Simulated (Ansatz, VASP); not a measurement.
## Two plane-wave programs on C

POSCAR

```
C
1.0
    1.2280263465      0.7090013417      3.3470108394
   -1.2280263465      0.7090013417      3.3470108394
    0.0000000000     -1.4180026834      3.3470108394
C
2
Direct
    0.1169855145      0.1169855145      0.2580289711
    0.8360000000      0.8360000000      0.8360000000
```

INCAR.step1

```
PREC = Accurate
ENCUT = 520
ISMEAR = 0
SIGMA = 0.05
LREAL = False
LASPH = True
NELM = 80
NBANDS = 11
GGA = PE
ALGO = Normal
EDIFF = 1E-4
LWAVE = True
LCHARG = False
```

The input INCAR.step2:

```
PREC = Accurate
ENCUT = 520
EDIFF = 1E-6
ISMEAR = 0
SIGMA = 0.05
LREAL = False
LASPH = True
NELM = 80
ALGO = Normal
ISIF = 2
LWAVE = False
LCHARG = True
METAGGA = R2SCAN
LMIXTAU = True
LELF = True
LVHAR = True
NBANDS = 11
ISTART = 1
```

The input KPOINTS:

```
Automatic mesh
0
Gamma
  12 12 12
```

Input for Ansatz:

```yaml
crystal:
  lattice:
    - [1.2280263465, 0.7090013417, 3.3470108394]
    - [-1.2280263465, 0.7090013417, 3.3470108394]
    - [0.0, -1.4180026834, 3.3470108394]
  atoms:
    - { symbol: C, position: [0.1169855145, 0.1169855145, 0.2580289711] }
    - { symbol: C, position: [0.836, 0.836, 0.836] }
basis:
  ecutwfc: 500
kpoints:
  mp_grid: { grid: [12, 12, 12] }
hamiltonian:
  xc: r2scan
scf:
  occupations: { method: gaussian, width: 0.05 }
output:
  forces: true
  stress: true
  eigenvalues: true
```

Alike in both runs: task single point; functional r2SCAN; k mesh 12 × 12 × 12; occupations gaussian, width 0.05 eV; no spin polarisation.

```csv
,VASP,Ansatz
version,VASP 6.6.1,Ansatz 0.2.0
potentials or method,"VASP PAW PBE potentials, release 64 (C), cutoff 520 eV","scalar-relativistic, plane waves, PAW"
valence electrons in the cell,8,8
```

Ansatz gave:

- gap on the k mesh at the Fermi level (eV): none
- pressure (GPa): 23.2
- traceless stress, the component that is largest in VASP (GPa): 43.30
- rms of the force components (eV/Å): 7.950

Task: What did VASP give for the same quantities?

Result: gap on the k mesh at the Fermi level (eV): none; pressure (GPa): 23.8; traceless stress, the component that is largest in VASP (GPa): 44.59; rms of the force components (eV/Å): 8.027.

VASP's potentials were made for PBE, not for r2SCAN. Atom by atom the forces differ by 0.077 eV/Å (rms over components). A gap of «none» marks a metal or a gap that the smearing closes.
